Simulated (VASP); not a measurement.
# TaNi3 (Fmmm) in VASP: single point with LDA

Aim: the single point of TaNi3 with LDA.

Everything below comes from runs of VASP 6.6.1. Logs are shortened: lines on timing, memory, paths and dates and some standing lists are left out, and cuts for length are marked.

## (1) The cell of the first run

It takes space group Fmmm (No. 69, orthorhombic). The conventional cell has a = 5.093 Å, b = 5.102 Å, c = 7.409 Å, α = 90.00°, β = 90.00°, γ = 90.00°. Ta (site symmetry mmm) has 12 Ni at 2.55 to 2.58 Å within 3.4 Å. Ni (site symmetry mmm) has 4 Ta at 2.55 Å and 8 Ni at 2.58 Å within 3.4 Å. Within 3.4 Å of Ni (site symmetry 222) lie 8 Ni at 2.55 to 2.58 Å and 4 Ta at 2.58 Å.

## (2) Single point, LDA, collinear spin, ferromagnetic start

INCAR

```
PREC = Accurate
ENCUT = 520
EDIFF = 1E-6
ISMEAR = -1
SIGMA = 0.05
LREAL = False
LASPH = True
NELM = 150
ALGO = Normal
ISIF = 2
LWAVE = False
LCHARG = False
ISPIN = 2
MAGMOM = 0.3 0.3 0.3 0.3
LORBIT = 11
NUPDOWN = 1.2
LMAXMIX = 4
GGA = CA
NBANDS = 32
```

KPOINTS

```
regular mesh
0
Gamma
  8 8 8
```

POSCAR

```
TaNi3
1.0
    0.0000000000      2.5511481569      3.7045443348
    2.5463897099      0.0000000000      3.7045443348
    2.5463897099      2.5511481569      0.0000000000
Ta Ni
1 3
Direct
    0.0000000000      0.0000000000      0.0000000000
    0.5000000000      0.5000000000      0.5000000000
    0.2500000000      0.2500000000      0.2500000000
    0.7500000000      0.7500000000      0.7500000000
```

Potentials or basis: VASP PAW LDA potentials, release 64 (Ta_pv, Ni).

Launch:

```bash
cat potpaw_LDA.64/Ta_pv/POTCAR potpaw_LDA.64/Ni/POTCAR > POTCAR
mpirun -np 1 vasp_std > vasp.out
```

OUTCAR:

```text
PREC = Accurate
   ENCUT = 520
   EDIFF = 1E-6
   ISMEAR = -1
   LREAL = False
   LASPH = True
   NELM = 150
   ISIF = 2
   ISPIN = 2
   LORBIT = 11
   NUPDOWN = 1.2
   GGA = CA

 ion  position               nearest neighbor table
   1  0.000  0.000  0.000-   2 2.55   2 2.55   2 2.55   2 2.55   3 2.58   4 2.58   4 2.58   3 2.58
                             3 2.58   4 2.58   4 2.58   3 2.58
   2  0.500  0.500  0.500-   1 2.55   1 2.55   1 2.55   1 2.55   4 2.58   3 2.58   3 2.58   3 2.58
                             4 2.58   4 2.58   3 2.58   4 2.58
   3  0.250  0.250  0.250-   4 2.55   4 2.55   4 2.55   4 2.55   2 2.58   1 2.58   1 2.58   2 2.58
                             1 2.58   2 2.58   2 2.58   1 2.58
   4  0.750  0.750  0.750-   3 2.55   3 2.55   3 2.55   3 2.55   1 2.58   2 2.58   2 2.58   1 2.58
                             1 2.58   2 2.58   1 2.58   2 2.58

  LATTYP: Found a face centered orthorhombic cell.
 ALAT       =     5.0927794198
 B/A-ratio  =     1.0018687034
 C/A-ratio  =     1.4548222216

  Lattice vectors:

 A1 = (   0.0000000000,   2.5511481569,   3.7045443348)
 A2 = (   2.5463897099,   0.0000000000,   3.7045443348)
 A3 = (   2.5463897099,   2.5511481569,   0.0000000000)

Analysis of symmetry for initial positions (statically):
=====================================================================
 Subroutine PRICEL returns:
 Original cell was already a primitive cell.

 Routine SETGRP: Setting up the symmetry group for a
 face centered orthorhombic supercell.

 Subroutine GETGRP returns: Found  8 space group operations
 (whereof  8 operations were pure point group operations)
 out of a pool of  8 trial point group operations.

The static configuration has the point symmetry D_2h.

Analysis of symmetry for dynamics (positions and initial velocities):
=====================================================================
 Subroutine PRICEL returns:
 Original cell was already a primitive cell.

 Routine SETGRP: Setting up the symmetry group for a
 face centered orthorhombic supercell.

 Subroutine GETGRP returns: Found  8 space group operations
 (whereof  8 operations were pure point group operations)
 out of a pool of  8 trial point group operations.

The dynamic configuration has the point symmetry D_2h.

Analysis of structural, dynamic, and magnetic symmetry:
=====================================================================
 Subroutine PRICEL returns:
 Original cell was already a primitive cell.

 Routine SETGRP: Setting up the symmetry group for a
 face centered orthorhombic supercell.

 Subroutine GETGRP returns: Found  8 space group operations
 (whereof  8 operations were pure point group operations)
 out of a pool of  8 trial point group operations.

The overall configuration has the point symmetry D_2h.

 Subroutine INISYM returns: Found  8 space group operations
 (whereof  8 operations are pure point group operations),
 and found     1 'primitive' translations

----------------------------------------------------------------------------------------

                                     Primitive cell

  volume of cell :      48.1311

  direct lattice vectors                    reciprocal lattice vectors
     0.000000000  2.551148157  3.704544335    -0.196356433  0.195990185  0.134969366
     2.546389710  0.000000000  3.704544335     0.196356433 -0.195990185  0.134969366
     2.546389710  2.551148157  0.000000000     0.196356433  0.195990185 -0.134969366

  length of vectors
     4.498000183  4.495303025  3.604505163     0.308520228  0.308520228  0.308520228

  position of ions in fractional coordinates (direct lattice)
     0.000000000  0.000000000  0.000000000
     0.500000000  0.500000000  0.500000000
     0.250000000  0.250000000  0.250000000
     0.750000000  0.750000000  0.750000000

  ion indices of the primitive-cell ions
   primitive index   ion index
                 1           1
                 2           2
                 3           3
                 4           4

----------------------------------------------------------------------------------------

 KPOINTS: regular mesh

Automatic generation of k-mesh.
 Grid dimensions read from file:
 generate k-points for:    8    8    8

 Generating k-lattice:

  Cartesian coordinates                     Fractional coordinates (reciprocal lattice)
    -0.024544554  0.024498773  0.016871171     0.125000000  0.000000000  0.000000000
     0.024544554 -0.024498773  0.016871171     0.000000000  0.125000000  0.000000000
     0.024544554  0.024498773 -0.016871171    -0.000000000 -0.000000000  0.125000000

  Length of vectors
     0.038565029  0.038565029  0.038565029

  Shift w.r.t. Gamma in fractional coordinates (k-lattice)
     0.000000000  0.000000000  0.000000000

 Subroutine IBZKPT returns following result:
 ===========================================

 Found     95 irreducible k-points:

 Following reciprocal coordinates:
            Coordinates               Weight
  0.000000  0.000000  0.000000      1.000000
  0.125000  0.000000  0.000000      8.000000
  0.250000  0.000000  0.000000      8.000000
  0.375000  0.000000  0.000000      8.000000
  0.500000  0.000000  0.000000      4.000000
  0.125000  0.125000  0.000000      2.000000
[... 16 lines left out ...]
  0.250000  0.000000  0.125000      8.000000
  0.375000  0.000000  0.125000      8.000000
 [... further k-points ...]
   k-points           NKPTS =     95   k-points in BZ     NKDIM =     95   number of bands    NBANDS=     32
   number of dos      NEDOS =    301   number of ions     NIONS =      4
   total plane-waves  NPLWV =  36288
   dimension x,y,z NGX =    36 NGY =   36 NGZ =   28
   dimension x,y,z NGXF=    72 NGYF=   72 NGZF=   56
   ions per type =               1   3
   NGX,Y,Z   is equivalent  to a cutoff of  13.31, 13.31, 12.91 a.u.
   NGXF,Y,Z  is equivalent  to a cutoff of  26.61, 26.63, 25.83 a.u.
 SYSTEM =  unknown system
   PREC   = accura    normal or accurate (medium, high low for compatibility)
   ISTART =      0    job   : 0-new  1-cont  2-samecut
   ICHARG =      2    charge: 1-file 2-atom 10-const
   ISPIN  =      2    spin polarized calculation?
   LNONCOLLINEAR =      F non collinear calculations
   LSORBIT =      F    spin-orbit coupling
   LASPH  =      T    aspherical Exc in radial PAW
   ENCUT  =  520.0 eV  38.22 Ry    6.18 a.u.   8.36  8.36  6.70*2*pi/ulx,y,z
   NELM   =    150;   NELMIN=  2; NELMDL= -5     # of ELM steps
   EDIFF  = 0.1E-05   stopping-criterion for ELM
   LREAL  =      F    real-space projection
   EDIFFG = 0.1E-04   stopping-criterion for IOM
   NSW    =      0    number of steps for IOM
   IBRION =     -1    ionic relax: 0-MD 1-quasi-New 2-CG
   NFREE  =      0    steps in history (QN), initial steepest desc. (CG)
   ISIF   =      2    stress and relaxation
   ISYM   =      2    0-nonsym 1-usesym 2-fastsym
   POTIM  = 0.5000    time-step for ionic-motion
   TEBEG  =    0.0;   TEEND  =   0.0 temperature during run
   PSTRESS=    0.0 pullay stress
   NELECT =      41.0000    total number of electrons
   NUPDOWN=       1.2000    fix difference up-down
   EMIN   =  10.00;   EMAX   =-10.00  energy-range for DOS
   EFERMI =   0.00;   METHOD = LEGACY
   ISMEAR =    -1;   SIGMA  =   0.05  broadening in eV -4-tet -1-fermi 0-gaus
   EFERMI_NEDOS =   21; number of points for ismear=-14 and -15
   IALGO  =     38    algorithm
   IMIX   =      4    mixing-type and parameters
     AMIX     =   0.40;   BMIX     =  1.00
     AMIX_MAG =   1.60;   BMIX_MAG =  1.00
  volume/ion in A,a.u.               =      12.03        81.20
  Fermi-wavevector in a.u.,A,eV,Ry     =   1.551890  2.932647 32.767772  2.408363
  Thomas-Fermi vector in A             =   2.656344
   LORBIT       =     11    0 simple, 1 ext, 2 COOP (PROOUT), +10 PAW based schemes
   GGA     = CA    functional components
   LHFCALC =     F    Hartree Fock is set to
   AEXX    =    0.0000 exact exchange contribution
   IVDW    =     0    specifies the selected vdW correction
   LEPSILON=     F    determine dielectric tensor
   LRPA    =     F    only Hartree local field effects (RPA)
 spin polarized calculation
  energy-cutoff  :      520.00
  volume of cell :       48.13
 maximum number of plane-waves:      1316
 NGX is ok and might be reduce to    36
   NGX = 17   NGY = 17   NGZ = 13

 number of electron      40.9999992 magnetization       1.2000000

 Free energy of the ion-electron system (eV)
  ---------------------------------------------------
  ext. energy  EPLUGINS =         0.00000000
  ---------------------------------------------------
  free energy    TOTEN  =       -33.78218645 eV

  energy without entropy =      -33.75125458  energy(sigma->0) =      -33.76672051

 E-fermi :   8.2222     XC(G=0): -13.6099

 val. band max:        9.2446318457   @ k =  -0.3750   0.2500   0.0000
 cond. band min:       8.2275084134   @ k =  -0.1250   0.0000   0.1250
 fundamental gap:     -1.0171234323
 Fermi energy:         9.2483168490

 spin component 1

 k-point     1 :       0.0000    0.0000    0.0000
  band No.  band energies     occupation
      1     -25.7309      1.00000
      2     -25.6937      1.00000
      3     -25.6927      1.00000
      4      -0.5512      1.00000
      5       3.5816      1.00000
      6       4.1515      1.00000
[... 24 lines left out ...]
     31      19.2702      0.00000
     32      20.0411      0.00000

 k-point     2 :       0.1250    0.0000    0.0000
  band No.  band energies     occupation
      1     -25.7313      1.00000
      2     -25.7074      1.00000
      3     -25.6933      1.00000
      4      -0.2683      1.00000
      5       3.7249      1.00000
      6       4.2491      1.00000
[... 24 lines left out ...]
     31      20.1968      0.00000
     32      21.1519      0.00000
[... 733 lines left out ...]
     31      20.3057      0.00000
     32      21.2803      0.00000

 k-point    24 :       0.3750    0.0000    0.1250
  band No.  band energies     occupation
      1     -25.7733      1.00000
      2     -25.7306      1.00000
      3     -25.7055      1.00000
      4       1.6848      1.00000
      5       4.2579      1.00000
      6       4.6494      1.00000
[... 24 lines left out ...]
     31      20.8528      0.00000
     32      21.2872      0.00000

 [... further k-points ...]

 spin component 2

 k-point     1 :       0.0000    0.0000    0.0000
  band No.  band energies     occupation
      1     -25.6591      1.00000
      2     -25.5495      1.00000
      3     -25.5488      1.00000
      4      -0.4238      1.00000
      5       3.7753      1.00000
      6       4.4336      1.00000
[... 24 lines left out ...]
     31      19.3668      0.00000
     32      20.1693      0.00000

 k-point     2 :       0.1250    0.0000    0.0000
  band No.  band energies     occupation
      1     -25.6595      1.00000
      2     -25.5632      1.00000
      3     -25.5493      1.00000
      4      -0.1416      1.00000
      5       3.9190      1.00000
      6       4.5298      1.00000
[... 24 lines left out ...]
     31      20.3219      0.00000
     32      21.2583      0.00000
[... 733 lines left out ...]
     31      20.4422      0.00000
     32      21.4040      0.00000

 k-point    24 :       0.3750    0.0000    0.1250
  band No.  band energies     occupation
      1     -25.6594      1.00000
      2     -25.6279      1.00000
      3     -25.5613      1.00000
      4       1.8081      1.00000
      5       4.4210      1.00000
      6       4.8527      1.00000
[... 24 lines left out ...]
     31      20.9995      0.00000
     32      21.4125      0.00000

 [... further k-points ...]

------------------------ aborting loop because EDIFF is reached ----------------------------------------

  FORCE on cell =-STRESS in cart. coord.  units (eV):
  Direction    XX          YY          ZZ          XY          YZ          ZX
  --------------------------------------------------------------------------------------
  -------------------------------------------------------------------------------------
  Total       -2.1227579     -2.2352178     -2.5372270     -0.0000000      0.0000000      0.0000000
  in kB      -70.6619630    -74.4055088    -84.4587328     -0.0000000      0.0000000      0.0000000
  external PRESSURE =     -76.5087348 kB  Pullay stress =       0.0000000 kB

 VOLUME and BASIS-vectors are now :
 -----------------------------------------------------------------------------
  energy-cutoff  :      520.00
  volume of cell :       48.13
      direct lattice vectors                 reciprocal lattice vectors
     0.000000000  2.551148157  3.704544335    -0.196356433  0.195990185  0.134969366
     2.546389710  0.000000000  3.704544335     0.196356433 -0.195990185  0.134969366
     2.546389710  2.551148157  0.000000000     0.196356433  0.195990185 -0.134969366

 POSITION                                       TOTAL-FORCE (eV/Angst)
 -----------------------------------------------------------------------------------
      0.00000      0.00000      0.00000         0.000000      0.000000      0.000000
      2.54639      2.55115      3.70454         0.000000      0.000000      0.000000
      1.27319      1.27557      1.85227         0.000000      0.000000      0.000000
      3.81958      3.82672      5.55682        -0.000000     -0.000000     -0.000000
 -----------------------------------------------------------------------------------
    total drift:                                0.000000      0.000000      0.000000

  FREE ENERGIE OF THE ION-ELECTRON SYSTEM (eV)
  ---------------------------------------------------
  free  energy   TOTEN  =       -33.7821864477 eV

  energy  without entropy=      -33.7512545815  energy(sigma->0) =      -33.76672051

 total charge

# of ion       s       p       d       tot
------------------------------------------
    1        0.390   6.208   2.332   8.930
    2        0.546   0.550   8.384   9.480
    3        0.532   0.554   8.372   9.458
    4        0.532   0.554   8.372   9.458
--------------------------------------------------
tot          1.999   7.866  27.461  37.326

 magnetization (x)

# of ion       s       p       d       tot
------------------------------------------
    1        0.005   0.022   0.202   0.229
    2        0.009   0.062   0.269   0.340
    3        0.007   0.024   0.228   0.259
    4        0.007   0.024   0.228   0.259
--------------------------------------------------
tot          0.028   0.132   0.927   1.087
```

Wall time 11 min (1 thread of Oxide Virtual Turin-like, shared host); peak memory 0.29 GiB.

What came out:

| Property | Result |
| --- | --- |
| Free energy | -33.7822 eV |
| Pressure | -7.7 GPa |
| Net moment | 1.20 μB per cell |
| Site moments | Ta +0.23; Ni +0.34, +0.26 (each value once) μB |
| Valence electrons inside the program's atomic spheres | Ta 8.93; Ni 9.48, 9.46 (each value once) |

Caveat: the cell stands under tension; spin-orbit coupling is left out, which moves the levels of the heavy elements; the total moment is fixed, so each spin has its own Fermi level and the state may be an excited one.
